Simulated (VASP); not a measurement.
BP (zincblende type):

```
CELL_PARAMETERS angstrom
0.00000 2.22606 2.22606
2.22606 0.00000 2.22606
2.22606 2.22606 0.00000
ATOMIC_POSITIONS crystal
B 0.00000 0.00000 0.00000
P 0.25000 0.25000 0.25000
```

* Program: VASP 6.6.1
* Task: relaxation of cell and atoms
* Functional: LDA
* Potentials or basis: VASP PAW LDA potentials, release 64 (B, P)
* Cutoff: 600 eV
* k mesh: 15 × 15 × 15
* Occupations: fermi-dirac, width 0.08 eV
* Spin: no spin polarisation

At the start: pressure 4.6 GPa; volume 11.03 Å³/atom.

Where does the relaxation end?

Over 3 steps the energy falls by 4.0 meV/atom and the volume is 11.31 Å³/atom (+2.5 %); space group F-43m (No. 216, to 0.05 Å).

The path:
| step | energy change (eV) | largest force (eV/Å) | pressure (GPa) | volume (Å³) |
| --- | --- | --- | --- | --- |
| 1 | 0.0000 | 0.0000 | 4.62 | 22.06 |
| 2 | -0.0027 | 0.0000 | -3.48 | 23.09 |
| 3 | -0.0079 | 0.0000 | -0.01 | 22.62 |

Final structure:
```xyz
2
Lattice="0.0000 2.2448 2.2448 2.2448 0.0000 2.2448 2.2448 2.2448 0.0000" Properties=species:S:1:pos:R:3 pbc="T T T"
B     0.0000    0.0000    0.0000
P     1.1224    1.1224    1.1224
```
